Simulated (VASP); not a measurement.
## P: single point with LDA

System: P, a slab with vacuum.

```
P
1.0
     3.30547    0.00000    0.00000
     0.00000   35.08788    0.00000
     0.00000    0.00000    4.66276
P
4
Direct
  0.50000 0.97026 0.90785
  0.50000 0.02974 0.09215
  0.00000 0.02974 0.40785
  0.00000 0.97026 0.59215
```

| Item | Value |
| --- | --- |
| Program | VASP 6.6.1 |
| Task | single point |
| Functional | LDA |
| Potentials or basis | VASP PAW LDA potentials, release 64 (P) |
| Cutoff | 520 eV |
| k mesh | 8 × 1 × 6 |
| Occupations | fermi-dirac, width 0.05 eV |
| Spin | no spin polarisation |
| Dipole correction | no |
| Further INCAR settings | ALGO = Normal; EDIFF = 1e-07; NBANDS = 18 |

```json
{
  "Largest force": "0.191 eV/Å",
  "Band gap on the k mesh": "0.87 eV"
}
```

Forces in eV/Å, atoms in the order of the input:
```
P    0.000  0.188  0.033
P    0.000 -0.188 -0.033
P    0.000 -0.188  0.033
P    0.000  0.188 -0.033
```

Levels at points of the mesh, in eV from the valence-band top:
```csv
k point,band 8,band 9,band 10,band 11,band 12,band 13
"(0.00, 0.00, 0.00)",-1.87,-1.65,0.00,0.87,1.45,2.48
"(0.50, 0.00, 0.00)",-2.72,-1.97,-1.97,1.11,1.11,2.15
"(0.00, 0.00, 0.50)",-2.66,-1.39,-1.39,1.93,1.93,3.60
"(0.50, 0.00, 0.50)",-4.54,-1.07,-1.07,2.25,2.25,3.68
```

Run time: 2.5 min on 1 thread of Intel(R) Xeon(R) 6975P-C (Granite Rapids), on a shared host, peak memory 0.49 GiB.

Caveat: there is no dipole correction, which matters where the two faces differ.
